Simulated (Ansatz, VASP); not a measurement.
**SnO2: VASP beside Ansatz**

INCAR

```
  PREC = Accurate
  ENCUT = 520
  EDIFF = 1E-6
  ISMEAR = 0
  SIGMA = 0.05
  LREAL = F
  LASPH = T
  NELM = 60
  ALGO = Normal
  ISIF = 2
  LWAVE = F
  LCHARG = F
  GGA = PE
  IVDW = 12
  NBANDS = 20
```

File KPOINTS:

```
Automatic mesh
0
Gamma
  12 12 12
```

File POSCAR:

```
SnO2
1.0
    1.6170930752      0.9149565398      4.8005925840
   -1.6170930752      0.9149565398      4.8005925840
    0.0000000000     -1.8299130797      4.8005925840
Sn O
1 2
Direct
    0.5000000000      0.5000000000      0.5000000000
    0.2371700000      0.2371700000      0.2371700000
    0.7628300000      0.7628300000      0.7628300000
```

Input for Ansatz:

```yaml
crystal:
  lattice:
    - [1.6170930752, 0.9149565398, 4.800592584]
    - [-1.6170930752, 0.9149565398, 4.800592584]
    - [0.0, -1.8299130797, 4.800592584]
  atoms:
    - { symbol: Sn, position: [0.5, 0.5, 0.5] }
    - { symbol: O, position: [0.23717, 0.23717, 0.23717] }
    - { symbol: O, position: [0.76283, 0.76283, 0.76283] }
basis:
  ecutwfc: 420
kpoints:
  mp_grid: { grid: [12, 12, 12] }
hamiltonian:
  xc: pbe
  dispersion: d3bj
scf:
  occupations: { method: gaussian, width: 0.05 }
output:
  forces: true
  stress: true
  eigenvalues: true
```

Change from the starting cell: strain -0.0200 x Voigt [0, 1, 0, 0, 0, 0], atoms carried along.

Alike in both runs: task single point; functional PBE; dispersion D3(BJ); k mesh 12 × 12 × 12; occupations gaussian, width 0.05 eV; no spin polarisation.

|  | VASP | Ansatz |
| --- | --- | --- |
| version | VASP 6.6.1 | Ansatz 0.2.0 |
| potentials or method | VASP PAW PBE potentials, release 64 (Sn_d, O), cutoff 520 eV | scalar-relativistic, plane waves, PAW |
| valence electrons in the cell | 26 | 26 |

Ansatz gave:

* gap on the k mesh at the Fermi level (eV): 2.12
* least direct gap on the mesh (eV): 2.27
* pressure (GPa): 0.9
* traceless stress, the component that is largest in VASP (GPa): 3.17
* rms of the force components (eV/Å): 0.036

**Question.** Which values does VASP return?

**Answer.** gap on the k mesh at the Fermi level (eV): 2.10; least direct gap on the mesh (eV): 2.25; pressure (GPa): 1.5; traceless stress, the component that is largest in VASP (GPa): 3.37; rms of the force components (eV/Å): 0.061.

Atom by atom the forces differ by 0.025 eV/Å (rms over components).
